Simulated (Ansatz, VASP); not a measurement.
# GeSb2Te4: VASP beside Ansatz

INCAR

```
PREC = Accurate ; ENCUT = 520
EDIFF = 1E-6 ; ISMEAR = 0
SIGMA = 0.03 ; LREAL = False
LASPH = True ; NELM = 80
ALGO = Normal ; ISIF = 2
LWAVE = False ; LCHARG = False
GGA = PE ; NBANDS = 33
```

The input KPOINTS:

```
Automatic mesh
0
Gamma
  9 9 3
```

Contents of POSCAR:

```
GeSb2Te4
1.0
   -4.2977010893      0.0000000000      0.0000000000
   -2.1488505447     -3.7219183212      0.0000000000
    0.0002148851      0.0001240639     14.1302728042
Ge Sb Te
1 2 4
Direct
    0.5021569113      0.5021569113      0.2073377777
    0.1688423785      0.1688423785      0.7713543595
    0.8354995556      0.8354995556      0.4866674886
    0.8354869203      0.8354869203      0.1076086130
   -0.1644869201     -0.1644869201      0.8923956264
    0.5021708796      0.5021708796      0.6263878696
    0.1688287698      0.1688287698      0.3630952651
```

Input for Ansatz:

```yaml
crystal:
  lattice:
    - [-4.2977010893, 0.0, 0.0]
    - [-2.1488505447, -3.7219183212, 0.0]
    - [0.0002148851, 0.0001240639, 14.1302728042]
  atoms:
    - { symbol: Ge, position: [0.5021569113, 0.5021569113, 0.2073377777] }
    - { symbol: Sb, position: [0.1688423785, 0.1688423785, 0.7713543595] }
    - { symbol: Sb, position: [0.8354995556, 0.8354995556, 0.4866674886] }
    - { symbol: Te, position: [0.8354869203, 0.8354869203, 0.107608613] }
    - { symbol: Te, position: [-0.1644869201, -0.1644869201, 0.8923956264] }
    - { symbol: Te, position: [0.5021708796, 0.5021708796, 0.6263878696] }
    - { symbol: Te, position: [0.1688287698, 0.1688287698, 0.3630952651] }
basis:
  ecutwfc: 420
kpoints:
  mp_grid: { grid: [9, 9, 3] }
hamiltonian:
  xc: pbe
scf:
  occupations: { method: gaussian, width: 0.03 }
output:
  forces: true
  stress: true
  eigenvalues: true
```

Alike in both runs: task single point; functional PBE; k mesh 9 × 9 × 3; occupations gaussian, width 0.03 eV; no spin polarisation.

|  | VASP | Ansatz |
| --- | --- | --- |
| version | VASP 6.6.1 | Ansatz 0.2.0 |
| potentials or method | VASP PAW PBE potentials, release 64 (Ge_d, Sb, Te), cutoff 520 eV | scalar-relativistic, plane waves, PAW |
| valence electrons in the cell | 48 | 108 |

Ansatz gave:

* gap on the k mesh at the Fermi level (eV): 0.11
* least direct gap on the mesh (eV): 0.31
* pressure (GPa): 1.4
* traceless stress, the component that is largest in VASP (GPa): 1.87
* rms of the force components (eV/Å): 0.271

Problem. Estimate VASP's values.

Solution. gap on the k mesh at the Fermi level (eV): 0.10; least direct gap on the mesh (eV): 0.30; pressure (GPa): 1.3; traceless stress, the component that is largest in VASP (GPa): 1.85; rms of the force components (eV/Å): 0.267.

Atom by atom the forces differ by 0.011 eV/Å (rms over components). VASP's potentials hold 48 valence electrons a cell and Ansatz's 108, so a difference there can come from the potentials and not from the codes.

Spin-orbit coupling is off throughout.
